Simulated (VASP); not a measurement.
# Ga: single point with r2SCAN

Ga:

```
Ga
1.0
    -1.38294    1.38294    2.16213
     1.38294   -1.38294    2.16213
     1.38294    1.38294   -2.16213
Ga
1
Direct
  0.00000 0.00000 0.00000
```

This cell differs from its parent crystal: strain -0.015 along x and y, -0.030 along z.

```json
{
 "Program": "VASP 6.6.1",
 "Task": "single point",
 "Functional": "r2SCAN",
 "Potentials or basis": "VASP PAW PBE potentials, release 64 (Ga_d)",
 "Cutoff": "520 eV",
 "k mesh": "24 × 24 × 24",
 "Occupations": "gaussian, width 0.15 eV",
 "Spin": "no spin polarisation",
 "Dipole correction": "no",
 "Further INCAR settings": "ALGO = Normal; EDIFF = 1e-06; NBANDS = 12"
}
```

```
Pressure : 5.3 GPa
```

Stress tensor (GPa, compression positive):
```
5.22 0.00 0.00
0.00 5.22 0.00
0.00 0.00 5.54
```

Levels at points of the mesh, in eV from the Fermi level:
```tsv
k point	band 3	band 4	band 5	band 6	band 7	band 8	band 9	band 10
(0.00, 0.00, 0.00)	-15.61	-15.56	-15.41	-12.81	14.49	14.49	14.70	17.45
(0.50, 0.00, 0.00)	-15.59	-15.36	-15.31	-5.28	-4.97	9.96	13.04	14.22
(0.50, 0.50, 0.00)	-15.36	-15.35	-15.24	-2.85	-1.22	4.59	5.50	8.67
(0.50, 0.50, 0.50)	-15.33	-15.31	-15.31	-4.21	-3.70	6.94	6.94	10.16
```

Run time: 6.9 min on 1 thread of Intel Xeon 6975P-C, on a shared host, peak memory 0.32 GiB.

Caveat: the cell differs from its parent crystal (strain -0.015 along x and y, -0.030 along z); the PAW data sets were made with another functional, which shifts forces and pressure a little.
